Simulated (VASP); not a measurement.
A run of VASP 6.6.1 is set up as follows.

File INCAR:

```
ALGO = Normal
EDIFF = 1E-6
ENCUT = 1340
GGA = PE
GGA_COMPAT = False
ISIF = 2
ISMEAR = 0
LASPH = True
LCHARG = False
LREAL = False
LWAVE = False
NBANDS = 28
NELM = 120
PREC = Accurate
SIGMA = 0.05
```

KPOINTS

```
k-points
0
Gamma
  6 6 6
```

Contents of POSCAR:

```
BaZrO3
1.0
    4.1494266000      0.0000000000      0.0000000000
    0.0000000000      4.1494266000      0.0000000000
    0.0000000000      0.0000000000      4.2764411795
Ba Zr O
1 1 3
Direct
    0.0000000000      0.0000000000      0.0000000000
    0.5000000000      0.5000000000      0.5000000000
    0.0000000000      0.5000000000      0.5000000000
    0.5000000000      0.0000000000      0.5000000000
    0.5000000000      0.5000000000      0.0000000000
```

Potentials or basis: VASP PAW PBE potentials, release 64 (Ba_sv, Zr_sv, O_h).

Run with:

```bash
$ cat potpaw_PBE.64/Ba_sv/POTCAR potpaw_PBE.64/Zr_sv/POTCAR potpaw_PBE.64/O_h/POTCAR > POTCAR
$ mpirun -np 1 vasp_std > vasp.out
```

(1) Estimate the band gap on the k mesh.

(2) Estimate the pressure.

Answers

(1) 3.12 eV (least direct gap 3.35 eV).

(2) 5.3 GPa.

Caveat: the stress differs along the axes, from 1 to 8 GPa; spin-orbit coupling is left out, which moves the levels of the heavy elements.
